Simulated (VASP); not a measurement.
# AlCo (Pm-3m) in VASP: notebook, part 2 of 2

VASP 6.6.1. The steps go on from the part before.

## 5. Single point, PBE, collinear spin, ferromagnetic start

This run uses another cell than the first one, of 11.65 Å³/atom.

INCAR

```
ALGO = Normal ; EDIFF = 1E-7
ENCUT = 520 ; GGA = PE
ISIF = 2 ; ISMEAR = 0
ISPIN = 2 ; LASPH = T
LCHARG = F ; LMAXMIX = 4
LORBIT = 11 ; LREAL = F
LWAVE = F ; MAGMOM = 0 1.8
NBANDS = 17 ; NELM = 150
PREC = Accurate ; SIGMA = 0.15
```

KPOINTS

```
k-points
0
Gamma
  10 10 10
```

POSCAR

```
AlCo
1.0
    2.8565046626      0.0000000000      0.0000000000
    0.0000000000      2.8565046626      0.0000000000
    0.0000000000      0.0000000000      2.8565046626
Al Co
1 1
Direct
    0.0000000000      0.0000000000      0.0000000000
    0.5000000000      0.5000000000      0.5000000000
```

Potentials or basis: VASP PAW PBE potentials, release 64 (Al, Co).

The run is started by

```console
cat potpaw_PBE.64/Al/POTCAR potpaw_PBE.64/Co/POTCAR > POTCAR
mpirun -np 1 vasp_std > vasp.out
```

OUTCAR:

```text
EDIFF = 1E-7
   ENCUT = 520
   GGA = PE
   ISIF = 2
   ISMEAR = 0
   ISPIN = 2
   LASPH = T
   LORBIT = 11
   LREAL = F
   NELM = 150
   PREC = Accurate

 ion  position               nearest neighbor table
   1  0.000  0.000  0.000-   2 2.47   2 2.47   2 2.47   2 2.47   2 2.47   2 2.47   2 2.47   2 2.47

   2  0.500  0.500  0.500-   1 2.47   1 2.47   1 2.47   1 2.47   1 2.47   1 2.47   1 2.47   1 2.47

  LATTYP: Found a simple cubic cell.
 ALAT       =     2.8565046626

  Lattice vectors:

 A1 = (   2.8565046626,   0.0000000000,   0.0000000000)
 A2 = (   0.0000000000,   2.8565046626,   0.0000000000)
 A3 = (   0.0000000000,   0.0000000000,   2.8565046626)

Analysis of symmetry for initial positions (statically):
=====================================================================
 Subroutine PRICEL returns:
 Original cell was already a primitive cell.

 Routine SETGRP: Setting up the symmetry group for a
 simple cubic supercell.

 Subroutine GETGRP returns: Found 48 space group operations
 (whereof 48 operations were pure point group operations)
 out of a pool of 48 trial point group operations.

The static configuration has the point symmetry O_h .

Analysis of symmetry for dynamics (positions and initial velocities):
=====================================================================
 Subroutine PRICEL returns:
 Original cell was already a primitive cell.

 Routine SETGRP: Setting up the symmetry group for a
 simple cubic supercell.

 Subroutine GETGRP returns: Found 48 space group operations
 (whereof 48 operations were pure point group operations)
 out of a pool of 48 trial point group operations.

The dynamic configuration has the point symmetry O_h .

Analysis of structural, dynamic, and magnetic symmetry:
=====================================================================
 Subroutine PRICEL returns:
 Original cell was already a primitive cell.

[... 150 lines left out ...]
  ext. energy  EPLUGINS =         0.00000000
  ---------------------------------------------------
  free energy    TOTEN  =       -11.99396384 eV

  energy without entropy =      -11.98467257  energy(sigma->0) =      -11.98931820

 E-fermi :  10.4615     XC(G=0): -12.2322

 val. band max:       10.4232734255   @ k =   0.5000   0.4000   0.1000
 cond. band min:      10.5398936957   @ k =   0.5000   0.3000   0.0000
 fundamental gap:      0.1166202701
 Fermi energy:        10.4614764985

 spin component 1

 k-point     1 :       0.0000    0.0000    0.0000
  band No.  band energies     occupation
      1      -0.5449      1.00000
      2       7.5502      1.00000
      3       7.5502      1.00000
      4       9.6425      1.00000
      5       9.6425      1.00000
      6       9.6425      1.00000
[... 459 lines left out ...]
      6       9.5333      1.00000
[... 9 lines left out ...]
     16      31.1274      0.00000
     17      32.3280      0.00000

 [... further k-points ...]

 spin component 2

 k-point     1 :       0.0000    0.0000    0.0000
  band No.  band energies     occupation
      1      -0.5449      1.00000
      2       7.5504      1.00000
      3       7.5504      1.00000
      4       9.6426      1.00000
      5       9.6426      1.00000
      6       9.6426      1.00000
[... 459 lines left out ...]
      6       9.5334      1.00000
[... 9 lines left out ...]
     16      31.1274      0.00000
     17      32.3279      0.00000

 [... further k-points ...]

------------------------ aborting loop because EDIFF is reached ----------------------------------------

  FORCE on cell =-STRESS in cart. coord.  units (eV):
  Direction    XX          YY          ZZ          XY          YZ          ZX
  --------------------------------------------------------------------------------------
  -------------------------------------------------------------------------------------
  Total       -0.1337107     -0.1337107     -0.1337107      0.0000000      0.0000000      0.0000000
  in kB       -9.1911958     -9.1911958     -9.1911958      0.0000000      0.0000000      0.0000000
  external PRESSURE =      -9.1911958 kB  Pullay stress =       0.0000000 kB

 VOLUME and BASIS-vectors are now :
 -----------------------------------------------------------------------------
  energy-cutoff  :      520.00
  volume of cell :       23.31
      direct lattice vectors                 reciprocal lattice vectors
     2.856504663  0.000000000  0.000000000     0.350078196  0.000000000  0.000000000
     0.000000000  2.856504663  0.000000000     0.000000000  0.350078196  0.000000000
     0.000000000  0.000000000  2.856504663     0.000000000  0.000000000  0.350078196

 POSITION                                       TOTAL-FORCE (eV/Angst)
 -----------------------------------------------------------------------------------
      0.00000      0.00000      0.00000         0.000000      0.000000      0.000000
      1.42825      1.42825      1.42825         0.000000      0.000000      0.000000
 -----------------------------------------------------------------------------------
    total drift:                                0.000000      0.000000     -0.000000

  FREE ENERGIE OF THE ION-ELECTRON SYSTEM (eV)
  ---------------------------------------------------
  free  energy   TOTEN  =       -11.9939638419 eV

  energy  without entropy=      -11.9846725678  energy(sigma->0) =      -11.98931820

 total charge

# of ion       s       p       d       tot
------------------------------------------
    1        0.393   0.425   0.000   0.819
    2        0.431   0.503   7.502   8.436
--------------------------------------------------
tot          0.825   0.928   7.502   9.254

 magnetization (x)

# of ion       s       p       d       tot
------------------------------------------
    1       -0.000  -0.000   0.000  -0.000
    2       -0.000  -0.000   0.000   0.000
--------------------------------------------------
tot         -0.000  -0.000   0.000   0.000
```

Run time: 54 s. Hardware: 1 thread of Intel Xeon 8259CL, shared host; peak memory 0.17 GiB.

Results:

| Item | Value |
| --- | --- |
| Free energy | -11.9940 eV |
| Pressure | -0.9 GPa |
| Band gap on the k mesh | zero (filled and empty bands overlap) |
| Net moment | 0.00 μB per cell |
| Valence electrons inside the program's atomic spheres | Al 0.82; Co 8.44 |

## 6. Single point, PBE, collinear spin, ferromagnetic start

This run uses another cell than the first one, of 12.10 Å³/atom.

INCAR

```
SYSTEM = AlCo
ALGO = Normal
EDIFF = 1E-6
ENCUT = 520
GGA = PE
ISIF = 2
ISMEAR = 0
ISPIN = 2
LASPH = .True.
LCHARG = .True.
LELF = .True.
LMAXMIX = 4
LORBIT = 11
LREAL = .False.
LVHAR = .True.
LWAVE = .False.
MAGMOM = 0 1.8
NBANDS = 17
NELM = 150
PREC = Accurate
SIGMA = 0.15
```

KPOINTS

```
k-points
0
Gamma
  10 10 10
  0 0 0
```

POSCAR

```
AlCo
1.0
    2.8926667884      0.0000000000      0.0000000000
    0.0000000000      2.8926667884      0.0000000000
    0.0000000000      0.0000000000      2.8926667884
Al Co
1 1
Direct
    0.0000000000      0.0000000000      0.0000000000
    0.5000000000      0.5000000000      0.5000000000
```

Potentials or basis: VASP PAW PBE potentials, release 64 (Al, Co).

The run is started by

```console
cat potpaw_PBE.64/Al/POTCAR potpaw_PBE.64/Co/POTCAR > POTCAR
mpirun -np 1 vasp_std > vasp.out
```

Wall time 56 s (1 thread of Intel Xeon 8259CL, shared host); peak memory 0.17 GiB.

It converged, with:

```yaml
Free_energy: -11.9712 eV
Pressure: -7.0 GPa
Band_gap_on_the_k_mesh: zero (filled and empty bands overlap)
Net_moment: 0.00 μB per cell
Valence_electrons_inside_the_program's_atomic_spheres: Al 0.80; Co 8.37
```

Levels at points of the mesh, in eV from the Fermi level:
Spin up:
```csv
k point,band 3,band 4,band 5,band 6,band 7,band 8,band 9,band 10
"(0.00, 0.00, 0.00)",-2.74,-0.77,-0.77,-0.77,5.77,5.77,5.77,8.58
"(0.50, 0.00, 0.00)",-2.19,-1.59,-1.59,-0.67,0.17,8.36,10.39,10.39
"(0.50, 0.50, 0.00)",-2.56,-2.56,-1.39,-1.39,-0.21,2.32,3.21,12.27
"(0.50, 0.50, 0.50)",-3.71,-0.17,-0.17,2.41,2.41,2.41,3.73,5.10
```
Spin down:
| k point | band 3 | band 4 | band 5 | band 6 | band 7 | band 8 | band 9 | band 10 |
| --- | --- | --- | --- | --- | --- | --- | --- | --- |
| (0.00, 0.00, 0.00) | -2.74 | -0.77 | -0.77 | -0.77 | 5.77 | 5.77 | 5.77 | 8.58 |
| (0.50, 0.00, 0.00) | -2.19 | -1.59 | -1.59 | -0.67 | 0.17 | 8.36 | 10.39 | 10.39 |
| (0.50, 0.50, 0.00) | -2.56 | -2.56 | -1.39 | -1.39 | -0.21 | 2.32 | 3.21 | 12.27 |
| (0.50, 0.50, 0.50) | -3.71 | -0.17 | -0.17 | 2.41 | 2.41 | 2.41 | 3.73 | 5.10 |

Caveat: the cell stands under tension.
